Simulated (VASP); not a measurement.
Runs of VASP 6.6.1 on MoSe. The structure is that of space group Fm-3m (No. 225), or close to it. The cells are those of the table. 

```tsv
task	level	spin	U	fixed moment (μB)	cell	cutoff (eV)	smearing	gap on the mesh (eV)	pressure (GPa)	moment (μB)
single point	PBE+U	collinear	Mo d U = 2.0 eV	-	a = 3.691 Å, angles 60.0°, 2 atoms	520	gaussian 0.05 eV	none	14.8	2.75
relaxation of cell and atoms	PBE	off	-	-	relaxed from a = 3.691 Å, angles 60.0°, 2 atoms	600	gaussian 0.1 eV	none	0.0	-
single point	r2SCAN	off	-	-	a = 3.691 Å, angles 60.0°, 2 atoms	520	gaussian 0.1 eV	none	(a)	-
single point	PBE	collinear	-	0.75	a = 3.691 Å, angles 60.0°, 2 atoms	520	gaussian 0.1 eV	-	(b)	0.75
single point	PBE	collinear	-	-	a = 3.691 Å, angles 60.0°, 2 atoms	520	gaussian 0.1 eV	none	0.2	0.01
```

Alike in all rows: potentials or basis VASP PAW PBE potentials, release 64 (Mo_sv, Se); k mesh 14 × 14 × 14.

Task: Fill in the values left out.

Result: (a) -1.1; (b) 1.2.

Caveats: the cell stands under pressure (at least some runs); the PAW data sets were made with another functional, which shifts forces and pressure a little (at least some runs); the total moment is fixed, so each spin has its own Fermi level (at least some runs).

A k mesh can miss the band edges, and the runs leave out spin-orbit coupling on Mo, Se.

A gap of «none» marks levels without a gap at the run's occupations.
